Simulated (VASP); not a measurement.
# Na4TmSb (P6/mmm) in VASP: a series of runs

Runs on Na4TmSb. Level: PBE. Tasks: relaxation of cell and atoms, single point.

All numbers are computed with VASP 6.6.1; they aren't measurements. Logs are shortened: lines on timing, memory, paths and dates and some standing lists are left out, and cuts for length are marked.

### 1 The cell of the first run

Symmetry: P6/mmm, No. 191, hexagonal system. Conventional cell: a = 5.552 Å, b = 5.552 Å, c = 6.421 Å, α = 90.00°, β = 90.00°, γ = 120.00°. Na (site symmetry 3m) has 5 Na at 3.13 to 3.29 Å and 3 Sb at 3.57 Å and 3 Tm at 3.60 Å within 4.1 Å. Tm (site symmetry 6/mmm) has 2 Sb at 3.21 Å and 12 Na at 3.60 Å within 4.2 Å. Within 4.2 Å of Sb (site symmetry 6/mmm) lie 2 Tm at 3.21 Å and 12 Na at 3.57 Å.

The cell was generated, and may not be a known phase.

### 2 Relaxation of cell and atoms, PBE

The input, INCAR:

```
ALGO = Normal ; EDIFF = 1E-7
EDIFFG = -0.04 ; ENCUT = 500
GGA = PE ; GGA_COMPAT = F
IBRION = 2 ; ISIF = 3
ISMEAR = 0 ; LASPH = T
LCHARG = F ; LMAXMIX = 6
LREAL = F ; LWAVE = F
NELM = 200 ; NELMIN = 4
NSW = 90 ; PREC = Accurate
SIGMA = 0.1
```

The input, KPOINTS:

```
k-points
0
Gamma
  6 6 4
```

The input, POSCAR:

```
Na4TmSb
1.0
    5.5522696612      0.0000000000      0.0000000000
   -2.7761348306      4.8084065752      0.0000000000
    0.0000000000      0.0000000000      6.4209877839
Na Tm Sb
4 1 1
Direct
    0.3333333333      0.6666666667      0.7561013887
    0.3333333333      0.6666666667      0.2438986113
    0.6666666667      0.3333333333      0.7561013887
    0.6666666667      0.3333333333      0.2438986113
    0.0000000000      0.0000000000      0.5000000000
    0.0000000000      0.0000000000      0.0000000000
```

Potentials or basis: VASP PAW PBE potentials, release 64 (Na_pv, Tm_3, Sb), 4f in core.

Launch:

```sh
$ cat potpaw_PBE.64/Na_pv/POTCAR potpaw_PBE.64/Tm_3/POTCAR potpaw_PBE.64/Sb/POTCAR > POTCAR
$ mpirun -np 1 vasp_std > vasp.out
```

OUTCAR:

```text
EDIFF = 1E-7
   EDIFFG = -0.04
   ENCUT = 500
   GGA = PE
   IBRION = 2
   ISIF = 3
   ISMEAR = 0
   LASPH = T
   LREAL = F
   NELM = 200
   NELMIN = 4
   NSW = 90
   PREC = Accurate

 ion  position               nearest neighbor table
   1  0.333  0.667  0.756-
   2  0.333  0.667  0.244-
   3  0.667  0.333  0.756-
   4  0.667  0.333  0.244-
   5  0.000  0.000  0.500-   6 3.21   6 3.21
   6  0.000  0.000  0.000-   5 3.21   5 3.21

  LATTYP: Found a hexagonal cell.
 ALAT       =     5.5522696612
 C/A-ratio  =     1.1564618031

  Lattice vectors:

 A1 = (   5.5522696612,   0.0000000000,   0.0000000000)
 A2 = (  -2.7761348306,   4.8084065752,   0.0000000000)
 A3 = (   0.0000000000,   0.0000000000,   6.4209877839)

Analysis of symmetry for initial positions (statically):
=====================================================================
 Subroutine PRICEL returns:
 Original cell was already a primitive cell.

 Routine SETGRP: Setting up the symmetry group for a
 hexagonal supercell.

 Subroutine GETGRP returns: Found 24 space group operations
 (whereof 24 operations were pure point group operations)
 out of a pool of 24 trial point group operations.

The static configuration has the point symmetry D_6h.

Analysis of symmetry for dynamics (positions and initial velocities):
=====================================================================
 Subroutine PRICEL returns:
 Original cell was already a primitive cell.

 Routine SETGRP: Setting up the symmetry group for a
 hexagonal supercell.

 Subroutine GETGRP returns: Found 24 space group operations
 (whereof 24 operations were pure point group operations)
 out of a pool of 24 trial point group operations.

The dynamic configuration has the point symmetry D_6h.

 Subroutine INISYM returns: Found 24 space group operations
 (whereof 24 operations are pure point group operations),
 and found     1 'primitive' translations

----------------------------------------------------------------------------------------

                                     Primitive cell

  volume of cell :     171.4248

  direct lattice vectors                    reciprocal lattice vectors
     5.552269661  0.000000000  0.000000000     0.180106526  0.103984551  0.000000000
    -2.776134831  4.808406575  0.000000000     0.000000000  0.207969103  0.000000000
     0.000000000  0.000000000  6.420987784     0.000000000  0.000000000  0.155739278

  length of vectors
     5.552269661  5.552269661  6.420987784     0.207969103  0.207969103  0.155739278

  position of ions in fractional coordinates (direct lattice)
     0.333333333  0.666666667  0.756101389
     0.333333333  0.666666667  0.243898611
     0.666666667  0.333333333  0.756101389
     0.666666667  0.333333333  0.243898611
     0.000000000  0.000000000  0.500000000
     0.000000000  0.000000000  0.000000000

  ion indices of the primitive-cell ions
   primitive index   ion index
                 1           1
                 2           2
                 3           3
                 4           4
                 5           5
                 6           6

----------------------------------------------------------------------------------------

 KPOINTS: k-points

Automatic generation of k-mesh.
 Grid dimensions read from file:
 generate k-points for:    6    6    4

 Generating k-lattice:

  Cartesian coordinates                     Fractional coordinates (reciprocal lattice)
     0.030017754  0.017330759  0.000000000     0.166666667  0.000000000  0.000000000
     0.000000000  0.034661517  0.000000000     0.000000000  0.166666667  0.000000000
     0.000000000  0.000000000  0.038934819     0.000000000  0.000000000  0.250000000

  Length of vectors
     0.034661517  0.034661517  0.038934819

  Shift w.r.t. Gamma in fractional coordinates (k-lattice)
     0.000000000  0.000000000  0.000000000

 Subroutine IBZKPT returns following result:
 ===========================================

 Found     21 irreducible k-points:

 Following reciprocal coordinates:
            Coordinates               Weight
  0.000000  0.000000  0.000000      1.000000
  0.166667 -0.000000  0.000000      6.000000
  0.333333 -0.000000  0.000000      6.000000
  0.500000 -0.000000  0.000000      3.000000
  0.166667  0.166667  0.000000      6.000000
  0.333333  0.166667  0.000000     12.000000
[... 13 lines left out ...]
  0.333333  0.166667  0.500000     12.000000
  0.333333  0.333333  0.500000      2.000000
   k-points           NKPTS =     21   k-points in BZ     NKDIM =     21   number of bands    NBANDS=     25
   number of dos      NEDOS =    301   number of ions     NIONS =      6
   total plane-waves  NPLWV =  76800
   dimension x,y,z NGX =    40 NGY =   40 NGZ =   48
   dimension x,y,z NGXF=    80 NGYF=   80 NGZF=   96
   ions per type =               4   1   1
   NGX,Y,Z   is equivalent  to a cutoff of  11.98, 11.98, 12.43 a.u.
   NGXF,Y,Z  is equivalent  to a cutoff of  23.95, 23.95, 24.86 a.u.
 SYSTEM =  unknown system
   PREC   = accura    normal or accurate (medium, high low for compatibility)
   ISTART =      0    job   : 0-new  1-cont  2-samecut
   ICHARG =      2    charge: 1-file 2-atom 10-const
   ISPIN  =      1    spin polarized calculation?
   LNONCOLLINEAR =      F non collinear calculations
   LSORBIT =      F    spin-orbit coupling
   LASPH  =      T    aspherical Exc in radial PAW
   ENCUT  =  500.0 eV  36.75 Ry    6.06 a.u.  10.12 10.12 11.71*2*pi/ulx,y,z
   NELM   =    200;   NELMIN=  4; NELMDL= -5     # of ELM steps
   EDIFF  = 0.1E-06   stopping-criterion for ELM
   LREAL  =      F    real-space projection
   EDIFFG = -.4E-01   stopping-criterion for IOM
   NSW    =     90    number of steps for IOM
   IBRION =      2    ionic relax: 0-MD 1-quasi-New 2-CG
   NFREE  =      1    steps in history (QN), initial steepest desc. (CG)
   ISIF   =      3    stress and relaxation
   ISYM   =      2    0-nonsym 1-usesym 2-fastsym
   POTIM  = 0.5000    time-step for ionic-motion
   TEBEG  =    0.0;   TEEND  =   0.0 temperature during run
   PSTRESS=    0.0 pullay stress
   NELECT =      42.0000    total number of electrons
   NUPDOWN=      -1.0000    fix difference up-down
   EMIN   =  10.00;   EMAX   =-10.00  energy-range for DOS
   EFERMI =   0.00;   METHOD = LEGACY
   ISMEAR =     0;   SIGMA  =   0.10  broadening in eV -4-tet -1-fermi 0-gaus
   EFERMI_NEDOS =   21; number of points for ismear=-14 and -15
   IALGO  =     38    algorithm
   IMIX   =      4    mixing-type and parameters
     AMIX     =   0.40;   BMIX     =  1.00
     AMIX_MAG =   1.60;   BMIX_MAG =  1.00
  volume/ion in A,a.u.               =      28.57       192.81
  Fermi-wavevector in a.u.,A,eV,Ry     =   1.024393  1.935823 14.277704  1.049382
  Thomas-Fermi vector in A             =   2.158178
   LORBIT       =      0    0 simple, 1 ext, 2 COOP (PROOUT), +10 PAW based schemes
   GGA     = PE    functional components
   LHFCALC =     F    Hartree Fock is set to
   AEXX    =    0.0000 exact exchange contribution
   IVDW    =     0    specifies the selected vdW correction
   LEPSILON=     F    determine dielectric tensor
   LRPA    =     F    only Hartree local field effects (RPA)
 conjugate gradient relaxation of ions
 non-spin polarized calculation
 Gauss-broadening in eV      SIGMA  =   0.10
  energy-cutoff  :      500.00
  volume of cell :      171.42
 maximum number of plane-waves:      4392
   NGX = 21   NGY = 21   NGZ = 23

--------------------------------------- Ionic step        1  -------------------------------------------

 number of electron      41.9999993 magnetization

 Free energy of the ion-electron system (eV)
  ---------------------------------------------------
  ext. energy  EPLUGINS =         0.00000000
  ---------------------------------------------------
  free energy    TOTEN  =       -14.54813637 eV

  energy without entropy =      -14.53173574  energy(sigma->0) =      -14.53993606

------------------------ aborting loop because EDIFF is reached ----------------------------------------

  FORCE on cell =-STRESS in cart. coord.  units (eV):
  Direction    XX          YY          ZZ          XY          YZ          ZX
  --------------------------------------------------------------------------------------
  -------------------------------------------------------------------------------------
  Total        0.2537357      0.2537357     -1.2350246      0.0000000      0.0000000      0.0000000
  in kB        2.3714748      2.3714748    -11.5428383      0.0000000      0.0000000      0.0000000
  external PRESSURE =      -2.2666296 kB  Pullay stress =       0.0000000 kB
[... 145 lines left out ...]
  energy  without entropy=      -14.5450093698  energy(sigma->0) =      -14.55368808

--------------------------------------- Ionic step        5  -------------------------------------------

 number of electron      41.9999945 magnetization

 Free energy of the ion-electron system (eV)
  ---------------------------------------------------
  ext. energy  EPLUGINS =         0.00000000
  ---------------------------------------------------
  free energy    TOTEN  =       -14.56436441 eV

  energy without entropy =      -14.54694062  energy(sigma->0) =      -14.55565252

 E-fermi :   2.7843     XC(G=0):  -8.1927

 val. band max:        2.7765769418   @ k =   0.1667  -0.0000   0.2500
 cond. band min:       2.8867996135   @ k =   0.3333  -0.0000   0.0000
 fundamental gap:      0.1102226717
 Fermi energy:         2.7843336147

 k-point     1 :       0.0000    0.0000    0.0000
  band No.  band energies     occupation
      1     -23.8692      2.00000
      2     -23.8692      2.00000
      3     -23.8163      2.00000
      4     -22.1130      2.00000
      5     -22.0957      2.00000
      6     -22.0743      2.00000
[... 610 lines left out ...]
  FREE ENERGIE OF THE ION-ELECTRON SYSTEM (eV)
  ---------------------------------------------------
  free  energy   TOTEN  =       -14.5643644123 eV

  energy  without entropy=      -14.5469406180  energy(sigma->0) =      -14.55565252

 reached required accuracy - stopping structural energy minimisation
```

It took 2.1 min on 1 thread of Intel Xeon 6975P-C (Granite Rapids), shared host; peak memory 0.33 GiB.

What came out:

```
Free energy                           : -14.5644 eV
Relaxed volume                        : 28.41 Å³/atom
Relaxed cell                          : a = 5.596 Å, b = 5.596 Å, c = 6.286 Å, α = 90.00°, β = 90.00°, γ = 120.00°
Space group after relaxing (to 0.1 Å) : P6/mmm (No. 191)
Energy gained by relaxing             : 2.7 meV/atom
Ionic steps                           : 5
Pressure after relaxing               : 0.1 GPa
Largest force after relaxing          : 0.036 eV/Å
Band gap on the k mesh                : zero (bands 21 and 22 overlap by 0.57 eV)
```

Forces in eV/Å, atoms in the order of the input:
```
Na   0.000  0.000 -0.036
Na   0.000  0.000  0.036
Na   0.000  0.000 -0.036
Na   0.000  0.000  0.036
Tm   0.000  0.000  0.000
Sb   0.000  0.000  0.000
```

The path:
```csv
step,energy change (eV),largest force (eV/Å),pressure (GPa),volume (Å³)
1,0.0000,0.0151,-0.23,171.42
2,-0.0103,0.0255,-0.01,170.42
3,-0.0142,0.0352,0.23,169.40
4,-0.0142,0.0359,0.25,169.32
5,-0.0162,0.0364,0.13,170.44
```

Final structure:
```
CELL_PARAMETERS angstrom
5.59569 0.00000 0.00000
-2.79785 4.84601 0.00000
0.00000 0.00000 6.28554
ATOMIC_POSITIONS crystal
Na 0.33333 0.66667 0.75551
Na 0.33333 0.66667 0.24449
Na 0.66667 0.33333 0.75551
Na 0.66667 0.33333 0.24449
Tm 0.00000 0.00000 0.50000
Sb 0.00000 0.00000 0.00000
```

Levels at points of the mesh, in eV from the Fermi level:
```
           k point  band 17  band 18  band 19  band 20  band 21  band 22  band 23  band 24  band 25
(0.00, 0.00, 0.00)    -3.11    -2.48    -1.58    -1.58     0.21     0.21     0.42     0.88     0.88
(0.50, 0.00, 0.00)    -3.53    -2.06    -2.01    -1.75    -0.15    -0.01     0.25     0.69     1.53
(0.00, 0.00, 0.50)    -4.48    -1.85    -1.85    -1.56    -0.32     0.39     0.39     2.44     2.44
(0.50, 0.00, 0.50)    -3.78    -3.39    -2.19    -1.46    -0.90     0.62     0.89     1.19     1.56
```

Caveat: spin-orbit coupling is left out, which moves the levels of the heavy elements; the 4f electrons are frozen in the core, so they carry no moment and show no levels.

### 3 Single point, PBE

This run uses another cell than the first one, of the same volume but with other edges.

The input, INCAR:

```
  PREC = Accurate
  ENCUT = 500
  EDIFF = 1E-6
  ISMEAR = 0
  SIGMA = 0.1
  LREAL = False
  LASPH = True
  NELM = 200
  ALGO = Normal
  ISIF = 2
  LWAVE = False
  LCHARG = False
  GGA = PE
  NBANDS = 30
  GGA_COMPAT = False
  LMAXMIX = 6
```

The input, KPOINTS:

```
Automatic mesh
0
Gamma
  12 12 6
```

The input, POSCAR:

```
Na4TmSb
1.0
    5.6248038967      0.0000000000      0.0000000000
   -2.8124019483      4.8712230659      0.0000000000
    0.0000000000      0.0000000000      6.2600280679
Na Tm Sb
4 1 1
Direct
    0.3333333333      0.6666666667      0.7524315058
    0.3333333333      0.6666666667      0.2475684942
    0.6666666667      0.3333333333      0.7524315058
    0.6666666667      0.3333333333      0.2475684942
    0.0000000000      0.0000000000      0.5000000000
    0.0000000000      0.0000000000      0.0000000000
```

Potentials or basis: VASP PAW PBE potentials, release 64 (Na_pv, Tm_3, Sb), 4f in core.

Launch:

```sh
$ cat potpaw_PBE.64/Na_pv/POTCAR potpaw_PBE.64/Tm_3/POTCAR potpaw_PBE.64/Sb/POTCAR > POTCAR
$ mpirun -np 1 vasp_std > vasp.out
```

OUTCAR:

```text
PREC = Accurate
   ENCUT = 500
   EDIFF = 1E-6
   ISMEAR = 0
   LREAL = False
   LASPH = True
   NELM = 200
   ISIF = 2
   GGA = PE

 ion  position               nearest neighbor table
   1  0.333  0.667  0.752-
   2  0.333  0.667  0.248-
   3  0.667  0.333  0.752-
   4  0.667  0.333  0.248-
   5  0.000  0.000  0.500-   6 3.13   6 3.13
   6  0.000  0.000  0.000-   5 3.13   5 3.13

  LATTYP: Found a hexagonal cell.
 ALAT       =     5.6248038967
 C/A-ratio  =     1.1129326787

  Lattice vectors:

 A1 = (   5.6248038967,   0.0000000000,   0.0000000000)
 A2 = (  -2.8124019483,   4.8712230659,   0.0000000000)
 A3 = (   0.0000000000,   0.0000000000,   6.2600280679)

Analysis of symmetry for initial positions (statically):
=====================================================================
 Subroutine PRICEL returns:
 Original cell was already a primitive cell.

 Routine SETGRP: Setting up the symmetry group for a
 hexagonal supercell.

 Subroutine GETGRP returns: Found 24 space group operations
[... 176 lines left out ...]
 val. band max:        2.7232384048   @ k =   0.4167   0.1667   0.0000
 cond. band min:       2.7511745879   @ k =   0.5000  -0.0000   0.0000
 fundamental gap:      0.0279361831
 Fermi energy:         2.7337631590

 k-point     1 :       0.0000    0.0000    0.0000
  band No.  band energies     occupation
      1     -23.9043      2.00000
      2     -23.9043      2.00000
      3     -23.8418      2.00000
      4     -22.1485      2.00000
      5     -22.1320      2.00000
      6     -22.1048      2.00000
[... 781 lines left out ...]
     29       5.8766      0.00000
     30       6.9890      0.00000

 [... further k-points ...]

------------------------ aborting loop because EDIFF is reached ----------------------------------------

  FORCE on cell =-STRESS in cart. coord.  units (eV):
  Direction    XX          YY          ZZ          XY          YZ          ZX
  --------------------------------------------------------------------------------------
  -------------------------------------------------------------------------------------
  Total        0.0993594      0.0993594      0.2162396      0.0000000      0.0000000     -0.0000000
  in kB        0.9281066      0.9281066      2.0198734      0.0000000      0.0000000     -0.0000000
  external PRESSURE =       1.2920289 kB  Pullay stress =       0.0000000 kB

 VOLUME and BASIS-vectors are now :
 -----------------------------------------------------------------------------
  energy-cutoff  :      500.00
  volume of cell :      171.52
      direct lattice vectors                 reciprocal lattice vectors
     5.624803897  0.000000000  0.000000000     0.177783976  0.102643626  0.000000000
    -2.812401948  4.871223066  0.000000000     0.000000000  0.205287253  0.000000000
     0.000000000  0.000000000  6.260028068     0.000000000  0.000000000  0.159743693

 POSITION                                       TOTAL-FORCE (eV/Angst)
 -----------------------------------------------------------------------------------
     -0.00000      3.24748      4.71024         0.000000     -0.000000      0.011295
     -0.00000      3.24748      1.54979         0.000000     -0.000000     -0.011295
      2.81240      1.62374      4.71024        -0.000000      0.000000      0.011295
      2.81240      1.62374      1.54979         0.000000      0.000000     -0.011295
      0.00000      0.00000      3.13001        -0.000000     -0.000000      0.000000
      0.00000      0.00000      0.00000        -0.000000     -0.000000      0.000000
 -----------------------------------------------------------------------------------
    total drift:                               -0.000000      0.000000      0.000000

  FREE ENERGIE OF THE ION-ELECTRON SYSTEM (eV)
  ---------------------------------------------------
  free  energy   TOTEN  =       -14.5803192280 eV

  energy  without entropy=      -14.5658845066  energy(sigma->0) =      -14.57310187
```

stdout:

```text
POSCAR found type information on POSCAR NaTmSb
 POSCAR found :  3 types and       6 ions
 scaLAPACK will be used
 LDA part: xc-table for (Slater+PW92), standard interpolation
 POSCAR, INCAR and KPOINTS ok, starting setup
 FFT: planning ... GRIDC
 FFT: planning ... GRID_SOFT
 FFT: planning ... GRID
 WAVECAR not read
 entering main loop
```

Run time: 3.2 min. Hardware: 1 thread of Intel Xeon 6975P-C (Granite Rapids), shared host; peak memory 0.5 GiB.

Results:

```
Free energy            : -14.5803 eV
Pressure               : 0.1 GPa
Largest force          : 0.011 eV/Å
Band gap on the k mesh : zero (bands 21 and 22 overlap by 0.74 eV)
```

Forces on the atoms (eV/Å):
```
Na   0.000  0.000  0.011
Na   0.000  0.000 -0.011
Na   0.000  0.000  0.011
Na   0.000  0.000 -0.011
Tm   0.000  0.000  0.000
Sb   0.000  0.000  0.000
```

Stress tensor (GPa, compression positive):
```
0.09 0.00 0.00
0.00 0.09 0.00
0.00 0.00 0.20
```

Levels at points of the mesh, in eV from the Fermi level:
| k point | band 17 | band 18 | band 19 | band 20 | band 21 | band 22 | band 23 | band 24 | band 25 | band 26 |
| --- | --- | --- | --- | --- | --- | --- | --- | --- | --- | --- |
| (0.00, 0.00, 0.00) | -3.09 | -2.42 | -1.56 | -1.56 | 0.20 | 0.20 | 0.44 | 0.90 | 0.90 | 2.55 |
| (0.50, 0.00, 0.00) | -3.48 | -2.01 | -1.98 | -1.75 | -0.10 | 0.02 | 0.25 | 0.71 | 1.52 | 1.77 |
| (0.00, 0.00, 0.50) | -4.45 | -1.83 | -1.83 | -1.55 | -0.31 | 0.38 | 0.38 | 2.44 | 2.44 | 2.49 |
| (0.50, 0.00, 0.50) | -3.77 | -3.34 | -2.16 | -1.45 | -0.90 | 0.64 | 0.87 | 1.17 | 1.55 | 1.93 |

Caveat: spin-orbit coupling is left out, which moves the levels of the heavy elements; the 4f electrons are frozen in the core, so they carry no moment and show no levels. Spin polarisation is off, so any magnetic state and its effect on volume and gap are missing.

The gap in the log of VASP goes by the Fermi energy; the results here count the filled bands.